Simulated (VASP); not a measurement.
# HfTe6Mo (Pm) in VASP: relaxation of cell and atoms with PBE

Aim: the relaxation of cell and atoms of HfTe6Mo with PBE.

All numbers are computed with VASP 6.6.1; they aren't measurements. Logs are shortened: lines on timing, memory, paths and dates and some standing lists are left out, and cuts for length are marked.

**1. The cell of the first run**

It takes space group Pm (No. 6, monoclinic). Conventional cell: a = 5.900 Å, b = 3.880 Å, c = 10.300 Å, α = 90.00°, β = 98.00°, γ = 90.00°. Hf (site symmetry m) has 8 Te at 2.89 to 3.14 Å and 2 Hf at 3.88 Å within 3.9 Å. Te (site symmetry m) has 2 Te at 2.56 to 3.34 Å and 2 Hf at 2.90 Å within 3.4 Å. Te (site symmetry m) has 2 Te at 2.56 to 3.34 Å and 2 Hf at 2.93 Å within 3.4 Å. Te (site symmetry m) has 2 Hf at 2.89 Å and 2 Mo at 3.12 to 3.14 Å and 10 Te at 3.69 to 3.88 Å within 3.9 Å. Te (site symmetry m) has 2 Te at 2.56 to 3.34 Å and 2 Mo at 2.90 Å within 3.4 Å. Te (site symmetry m) has 2 Te at 2.56 to 3.34 Å and 2 Mo at 2.93 Å within 3.4 Å. Te (site symmetry m) has 2 Mo at 2.89 Å and 2 Hf at 3.12 to 3.14 Å and 10 Te at 3.69 to 3.88 Å within 3.9 Å. Mo (site symmetry m) has 8 Te at 2.89 to 3.14 Å and 2 Mo at 3.88 Å within 3.9 Å.

**2. Relaxation of cell and atoms, PBE**

Contents of INCAR:

```
ALGO = Normal
EDIFF = 1E-6
EDIFFG = -0.08
ENCUT = 600
GGA = PE
IBRION = 2
ISIF = 3
ISMEAR = 0
LASPH = True
LCHARG = False
LREAL = False
LWAVE = False
NELM = 60
NSW = 36
PREC = Accurate
SIGMA = 0.2
```

Contents of KPOINTS:

```
k-points
0
Gamma
  3 4 2
```

Contents of POSCAR:

```
HfTe6Mo
1.0
    5.9000000000      0.0000000000      0.0000000000
    0.0000000000      3.8800000000      0.0000000000
   -1.4334829400      0.0000000000     10.1997611100
Hf Te Mo
1 6 1
Direct
    0.2850000000      0.0000000000      0.6560000000
    0.5440000000      0.5000000000      0.8260000000
    0.1120000000      0.5000000000      0.8310000000
    0.2380000000      0.5000000000      0.4460000000
    0.4560000000      0.0000000000      0.1740000000
    0.8880000000      0.0000000000      0.1690000000
    0.7620000000      0.0000000000      0.5540000000
    0.7150000000      0.5000000000      0.3440000000
```

Potentials or basis: VASP PAW PBE potentials, release 64 (Hf_pv, Te, Mo_sv).

On the command line:

```console
> cat potpaw_PBE.64/Hf_pv/POTCAR potpaw_PBE.64/Te/POTCAR potpaw_PBE.64/Mo_sv/POTCAR > POTCAR
> mpirun -np 1 vasp_std > vasp.out
```

OUTCAR:

```text
EDIFF = 1E-6
   EDIFFG = -0.08
   ENCUT = 600
   GGA = PE
   IBRION = 2
   ISIF = 3
   ISMEAR = 0
   LASPH = True
   LREAL = False
   NELM = 60
   NSW = 36
   PREC = Accurate

 ion  position               nearest neighbor table
   1  0.285  0.000  0.656-   4 2.89   4 2.89   2 2.90   2 2.90   3 2.93   3 2.93   7 3.12   7 3.14

   2  0.544  0.500  0.826-   3 2.56   1 2.90   1 2.90   3 3.34
   3  0.112  0.500  0.831-   2 2.56   1 2.93   1 2.93   2 3.34
   4  0.238  0.500  0.446-   1 2.89   1 2.89   8 3.12   8 3.14
   5  0.456  0.000  0.174-   6 2.56   8 2.90   8 2.90   6 3.34
   6  0.888  0.000  0.169-   5 2.56   8 2.93   8 2.93   5 3.34
   7  0.762  0.000  0.554-   8 2.89   8 2.89   1 3.12   1 3.14
   8  0.715  0.500  0.344-   7 2.89   7 2.89   5 2.90   5 2.90   6 2.93   6 2.93   4 3.12   4 3.14

  LATTYP: Found a simple monoclinic cell.
 ALAT       =     5.9000000000
 B/A-ratio  =     0.6576271186
 C/A-ratio  =     1.7457627122
 COS(beta)  =    -0.1391731009

  Lattice vectors:

 A1 = (   5.9000000000,   0.0000000000,   0.0000000000)
 A2 = (   0.0000000000,   3.8800000000,   0.0000000000)
 A3 = (  -1.4334829400,   0.0000000000,  10.1997611100)

Analysis of symmetry for initial positions (statically):
=====================================================================
 Subroutine PRICEL returns:
 Original cell was already a primitive cell.

 Routine SETGRP: Setting up the symmetry group for a
 simple monoclinic supercell.

 Subroutine GETGRP returns: Found  2 space group operations
 (whereof  2 operations were pure point group operations)
 out of a pool of  4 trial point group operations.

The static configuration has the point symmetry C_1h.

Analysis of symmetry for dynamics (positions and initial velocities):
=====================================================================
 Subroutine PRICEL returns:
 Original cell was already a primitive cell.

 Routine SETGRP: Setting up the symmetry group for a
 simple monoclinic supercell.

 Subroutine GETGRP returns: Found  2 space group operations
 (whereof  2 operations were pure point group operations)
 out of a pool of  4 trial point group operations.

The dynamic configuration has the point symmetry C_1h.

 Subroutine INISYM returns: Found  2 space group operations
 (whereof  2 operations are pure point group operations),
 and found     1 'primitive' translations

----------------------------------------------------------------------------------------

                                     Primitive cell

  volume of cell :     233.4929

  direct lattice vectors                    reciprocal lattice vectors
     5.900000000  0.000000000  0.000000000     0.169491525  0.000000000  0.023820480
     0.000000000  3.880000000  0.000000000     0.000000000  0.257731959  0.000000000
    -1.433482940  0.000000000 10.199761110     0.000000000  0.000000000  0.098041512

  length of vectors
     5.900000000  3.880000000 10.300000002     0.171157216  0.257731959  0.098041512

  position of ions in fractional coordinates (direct lattice)
     0.285000000  0.000000000  0.656000000
     0.544000000  0.500000000  0.826000000
     0.112000000  0.500000000  0.831000000
     0.238000000  0.500000000  0.446000000
     0.456000000  0.000000000  0.174000000
     0.888000000  0.000000000  0.169000000
     0.762000000  0.000000000  0.554000000
     0.715000000  0.500000000  0.344000000

  ion indices of the primitive-cell ions
   primitive index   ion index
                 1           1
                 2           2
                 3           3
                 4           4
                 5           5
                 6           6
                 7           7
                 8           8

----------------------------------------------------------------------------------------

 KPOINTS: k-points

Automatic generation of k-mesh.
 Grid dimensions read from file:
 generate k-points for:    3    4    2

 Generating k-lattice:

  Cartesian coordinates                     Fractional coordinates (reciprocal lattice)
     0.056497175  0.000000000  0.007940160     0.333333333  0.000000000  0.000000000
     0.000000000  0.064432990  0.000000000     0.000000000  0.250000000  0.000000000
     0.000000000  0.000000000  0.049020756     0.000000000  0.000000000  0.500000000

  Length of vectors
     0.057052405  0.064432990  0.049020756

  Shift w.r.t. Gamma in fractional coordinates (k-lattice)
     0.000000000  0.000000000  0.000000000

 Subroutine IBZKPT returns following result:
 ===========================================

 Found     12 irreducible k-points:

 Following reciprocal coordinates:
            Coordinates               Weight
  0.000000  0.000000  0.000000      1.000000
  0.333333  0.000000 -0.000000      2.000000
  0.000000  0.250000  0.000000      2.000000
  0.333333  0.250000 -0.000000      4.000000
  0.000000  0.500000  0.000000      1.000000
  0.333333  0.500000 -0.000000      2.000000
  0.000000  0.000000  0.500000      1.000000
  0.333333  0.000000  0.500000      2.000000
  0.000000  0.250000  0.500000      2.000000
  0.333333  0.250000  0.500000      4.000000
  0.000000  0.500000  0.500000      1.000000
  0.333333  0.500000  0.500000      2.000000
   k-points           NKPTS =     12   k-points in BZ     NKDIM =     12   number of bands    NBANDS=     36
   number of dos      NEDOS =    301   number of ions     NIONS =      8
   total plane-waves  NPLWV = 129024
   dimension x,y,z NGX =    48 NGY =   32 NGZ =   84
   dimension x,y,z NGXF=    96 NGYF=   64 NGZF=  168
   ions per type =               1   6   1
   NGX,Y,Z   is equivalent  to a cutoff of  13.53, 13.71, 13.56 a.u.
   NGXF,Y,Z  is equivalent  to a cutoff of  27.05, 27.42, 27.12 a.u.
 SYSTEM =  unknown system
   PREC   = accura    normal or accurate (medium, high low for compatibility)
   ISTART =      0    job   : 0-new  1-cont  2-samecut
   ICHARG =      2    charge: 1-file 2-atom 10-const
   ISPIN  =      1    spin polarized calculation?
   LNONCOLLINEAR =      F non collinear calculations
   LSORBIT =      F    spin-orbit coupling
   LASPH  =      T    aspherical Exc in radial PAW
   ENCUT  =  600.0 eV  44.10 Ry    6.64 a.u.  11.78  7.75 20.57*2*pi/ulx,y,z
   NELM   =     60;   NELMIN=  2; NELMDL= -5     # of ELM steps
   EDIFF  = 0.1E-05   stopping-criterion for ELM
   LREAL  =      F    real-space projection
   EDIFFG = -.8E-01   stopping-criterion for IOM
   NSW    =     36    number of steps for IOM
   IBRION =      2    ionic relax: 0-MD 1-quasi-New 2-CG
   NFREE  =      1    steps in history (QN), initial steepest desc. (CG)
   ISIF   =      3    stress and relaxation
   ISYM   =      2    0-nonsym 1-usesym 2-fastsym
   POTIM  = 0.5000    time-step for ionic-motion
   TEBEG  =    0.0;   TEEND  =   0.0 temperature during run
   PSTRESS=    0.0 pullay stress
   NELECT =      60.0000    total number of electrons
   NUPDOWN=      -1.0000    fix difference up-down
   EMIN   =  10.00;   EMAX   =-10.00  energy-range for DOS
   EFERMI =   0.00;   METHOD = LEGACY
   ISMEAR =     0;   SIGMA  =   0.20  broadening in eV -4-tet -1-fermi 0-gaus
   EFERMI_NEDOS =   21; number of points for ismear=-14 and -15
   IALGO  =     38    algorithm
   IMIX   =      4    mixing-type and parameters
     AMIX     =   0.40;   BMIX     =  1.00
     AMIX_MAG =   1.60;   BMIX_MAG =  1.00
  volume/ion in A,a.u.               =      29.19       196.96
  Fermi-wavevector in a.u.,A,eV,Ry     =   1.040800  1.966827 14.738714  1.083265
  Thomas-Fermi vector in A             =   2.175392
   LORBIT       =      0    0 simple, 1 ext, 2 COOP (PROOUT), +10 PAW based schemes
   GGA     = PE    functional components
   LHFCALC =     F    Hartree Fock is set to
   AEXX    =    0.0000 exact exchange contribution
   IVDW    =     0    specifies the selected vdW correction
   LEPSILON=     F    determine dielectric tensor
   LRPA    =     F    only Hartree local field effects (RPA)
 conjugate gradient relaxation of ions
 non-spin polarized calculation
 Gauss-broadening in eV      SIGMA  =   0.20
  energy-cutoff  :      600.00
  volume of cell :      233.49
 maximum number of plane-waves:      7832
 NGX is ok and might be reduce to    48
   NGX = 23   NGY = 15   NGZ = 41

--------------------------------------- Ionic step        1  -------------------------------------------

 number of electron      60.0000001 magnetization

 Free energy of the ion-electron system (eV)
  ---------------------------------------------------
  ext. energy  EPLUGINS =         0.00000000
  ---------------------------------------------------
  free energy    TOTEN  =       -41.00518301 eV

  energy without entropy =      -40.87218377  energy(sigma->0) =      -40.93868339

------------------------ aborting loop because EDIFF is reached ----------------------------------------

  FORCE on cell =-STRESS in cart. coord.  units (eV):
  Direction    XX          YY          ZZ          XY          YZ          ZX
  --------------------------------------------------------------------------------------
  -------------------------------------------------------------------------------------
  Total        8.8488657      0.1144669     -0.7489143      0.0000000      0.0000000     -0.0314888
  in kB       60.7189771      0.7854466     -5.1388856      0.0000000      0.0000000     -0.2160689
  external PRESSURE =      18.7885127 kB  Pullay stress =       0.0000000 kB
[... 107 lines left out ...]
  FREE ENERGIE OF THE ION-ELECTRON SYSTEM (eV)
  ---------------------------------------------------
  free  energy   TOTEN  =       -41.3639975020 eV

  energy  without entropy=      -41.2083222192  energy(sigma->0) =      -41.28615986

[... ionic steps 4 to 22 ...]

--------------------------------------- Ionic step       23  -------------------------------------------

 number of electron      59.9999998 magnetization

------------------------ aborting loop because EDIFF is reached ----------------------------------------

  FORCE on cell =-STRESS in cart. coord.  units (eV):
  Direction    XX          YY          ZZ          XY          YZ          ZX
  --------------------------------------------------------------------------------------
  -------------------------------------------------------------------------------------
  Total        0.2107885      0.0926051      0.1728312      0.0000000      0.0000000      0.1122094
  in kB        1.4241883      0.6256843      1.1677301      0.0000000      0.0000000      0.7581405
  external PRESSURE =       1.0725342 kB  Pullay stress =       0.0000000 kB
[... 69 lines left out ...]
  energy  without entropy=      -41.5079040092  energy(sigma->0) =      -41.57842831

--------------------------------------- Ionic step       25  -------------------------------------------

 number of electron      59.9999999 magnetization

 Free energy of the ion-electron system (eV)
  ---------------------------------------------------
  ext. energy  EPLUGINS =         0.00000000
  ---------------------------------------------------
  free energy    TOTEN  =       -41.65165218 eV

  energy without entropy =      -41.51048500  energy(sigma->0) =      -41.58106859

 E-fermi :   6.6483     XC(G=0):  -9.5653

 val. band max:        6.6424345068   @ k =   0.3333   0.5000   0.5000
 cond. band min:       6.6692115833   @ k =   0.3333   0.2500   0.5000
 fundamental gap:      0.0267770765
 Fermi energy:         6.6482818935

 k-point     1 :       0.0000    0.0000    0.0000
  band No.  band energies     occupation
      1     -54.6953      2.00000
      2     -28.8680      2.00000
      3     -28.7510      2.00000
      4     -28.7364      2.00000
      5     -24.9632      2.00000
      6     -24.9042      2.00000
[... 492 lines left out ...]
  FREE ENERGIE OF THE ION-ELECTRON SYSTEM (eV)
  ---------------------------------------------------
  free  energy   TOTEN  =       -41.6516521771 eV

  energy  without entropy=      -41.5104849951  energy(sigma->0) =      -41.58106859

 reached required accuracy - stopping structural energy minimisation
```

Run time: 23 min. Hardware: 1 thread of Intel Xeon Platinum 8488C (Sapphire Rapids), shared host; peak memory 0.45 GiB.

What came out:

* Free energy: -41.6517 eV
* Relaxed volume: 29.76 Å³/atom
* Relaxed cell: a = 5.817 Å, b = 3.921 Å, c = 10.565 Å, α = 90.00°, β = 98.80°, γ = 90.00°
* Space group after relaxing (to 0.1 Å): Pm (No. 6)
* Energy gained by relaxing: 80.8 meV/atom
* Ionic steps: 25
* Pressure after relaxing: 0.1 GPa
* Largest force after relaxing: 0.064 eV/Å
* Band gap on the k mesh: zero (bands 30 and 31 overlap by 0.28 eV)

Forces in eV/Å, atoms in the order of the input:
```
Hf   0.009  0.000  0.058
Te  -0.009  0.000 -0.063
Te   0.005  0.000 -0.026
Te  -0.010  0.000  0.047
Te  -0.024  0.000 -0.028
Te  -0.008  0.000 -0.051
Te   0.029  0.000  0.033
Mo   0.008  0.000  0.031
```

The path:
```csv
step,energy change (eV),largest force (eV/Å),pressure (GPa),volume (Å³)
1,0.0000,2.8564,1.88,233.49
2,-0.1536,1.2427,-3.94,245.01
3,-0.3588,0.8230,-1.80,239.40
4,-0.4951,0.4930,0.30,230.85
5,-0.5038,0.4484,1.12,228.07
6,-0.5712,0.2701,0.43,229.64
7,-0.5787,0.4811,0.16,230.37
8,-0.5977,0.3832,-0.09,231.59
9,-0.6178,0.2479,-0.62,234.46
10,-0.6266,0.1467,0.04,232.74
11,-0.6266,0.1475,0.09,232.61
12,-0.6292,0.1018,0.05,232.76
13,-0.6298,0.1105,0.02,232.87
14,-0.6313,0.1009,0.04,233.02
15,-0.6332,0.1130,0.08,233.37
16,-0.6334,0.1480,0.09,233.50
17,-0.6346,0.1320,0.05,233.84
18,-0.6372,0.1327,-0.07,234.86
19,-0.6389,0.1861,-0.31,236.90
20,-0.6399,0.1784,-0.25,236.93
21,-0.6420,0.1552,-0.05,237.04
22,-0.6414,0.1851,0.35,237.26
23,-0.6425,0.1361,0.11,237.13
24,-0.6438,0.1157,0.08,237.38
25,-0.6465,0.0642,0.06,238.11
```

Final structure:
```
CELL_PARAMETERS angstrom
5.81705 0.00000 -0.05784
0.00000 3.92053 0.00000
-1.51304 0.00000 10.45573
ATOMIC_POSITIONS crystal
Hf 0.27754 0.00000 0.65757
Te 0.57411 0.50000 0.81286
Te 0.08658 0.50000 0.82652
Te 0.22441 0.50000 0.45006
Te 0.44665 0.00000 0.19508
Te 0.91034 0.00000 0.18023
Te 0.75519 0.00000 0.53402
Mo 0.72516 0.50000 0.34367
```

Levels at points of the mesh, in eV from the Fermi level:
```
           k point  band 26  band 27  band 28  band 29  band 30  band 31  band 32  band 33  band 34  band 35
(0.00, 0.00, 0.00)    -1.30    -0.70    -0.68    -0.53    -0.21    -0.11     0.58     1.38     1.80     1.86
(0.00, 0.50, 0.00)    -2.63    -2.46    -1.77    -1.58    -0.02     0.18     1.02     1.56     1.68     2.13
(0.00, 0.00, 0.50)    -1.42    -0.91    -0.70    -0.60    -0.30    -0.02     0.60     1.33     1.80     1.87
(0.00, 0.50, 0.50)    -2.74    -2.56    -1.78    -1.59    -0.02     0.20     1.10     1.55     1.64     2.21
```

Caveat: the k points lie up to 0.40 Å⁻¹ apart in the final cell; spin-orbit coupling is left out, which moves the levels of the heavy elements; this functional lacks dispersion, which binds the layers, so the pressure and a relaxed spacing across them are unreliable; the relaxation stopped at a loose force limit of 0.08 eV/Å, so its end isn't a converged minimum.
